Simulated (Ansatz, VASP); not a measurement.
## One calculation of MoS2, two programs

File INCAR:

```
SYSTEM = MoS2
PREC = Accurate ; ENCUT = 500
EDIFF = 1E-6 ; ISMEAR = 0
SIGMA = 0.05 ; LREAL = .FALSE.
LASPH = .TRUE. ; NELM = 120
ALGO = Normal ; ISIF = 2
LWAVE = .FALSE. ; LCHARG = .TRUE.
GGA = PE ; IVDW = 12
LELF = .TRUE. ; LVHAR = .TRUE.
NBANDS = 20 ; GGA_COMPAT = .FALSE.
```

The input KPOINTS:

```
Automatic mesh
0
G
  12 12 6
  0 0 0
```

POSCAR

```
MoS2
1.0
    2.9912657361      0.0000000000      0.0000000000
   -1.4956328681      2.5905121169      0.0000000000
    0.0000000000      0.0000000000      6.4820728501
Mo S
1 2
Direct
    0.0000000000      0.0000000000      0.0000000000
    0.3333333333      0.6666666667      0.2357940733
    0.3333333333      0.6666666667      0.7642059267
```

Input for Ansatz:

```yaml
crystal:
  lattice:
    - [2.9912657361, 0.0, 0.0]
    - [-1.4956328681, 2.5905121169, 0.0]
    - [0.0, 0.0, 6.4820728501]
  atoms:
    - { symbol: Mo, position: [0.0, 0.0, 0.0] }
    - { symbol: S, position: [0.3333333333, 0.6666666667, 0.2357940733] }
    - { symbol: S, position: [0.3333333333, 0.6666666667, 0.7642059267] }
basis:
  ecutwfc: 420
kpoints:
  mp_grid: { grid: [12, 12, 6] }
hamiltonian:
  xc: pbe
  dispersion: d3bj
scf:
  occupations: { method: gaussian, width: 0.05 }
output:
  forces: true
  stress: true
  eigenvalues: true
```

Alike in both runs: task single point; functional PBE; dispersion D3(BJ); k mesh 12 × 12 × 6; occupations gaussian, width 0.05 eV; no spin polarisation.

|  | VASP | Ansatz |
| --- | --- | --- |
| version | VASP 6.6.1 | Ansatz 0.2.0 |
| potentials or method | VASP PAW PBE potentials, release 64 (Mo_sv, S), cutoff 500 eV | scalar-relativistic, plane waves, PAW |
| valence electrons in the cell | 26 | 26 |

|  | VASP | Ansatz | Ansatz less VASP |
| --- | --- | --- | --- |
| gap on the k mesh at the Fermi level (eV) | 1.35 | 1.34 | -0.013 |
| least direct gap on the mesh (eV) | 2.25 | 2.23 | -0.021 |
| pressure (GPa) | 23.2 | 23.5 | +0.24 |
| traceless stress, the component that is largest in VASP (GPa) | -2.05 | -1.94 | +0.101 |
| rms of the force components (eV/Å) | 0.986 | 0.999 | +0.0127 |

Atom by atom the forces differ by 0.013 eV/Å (rms over components).
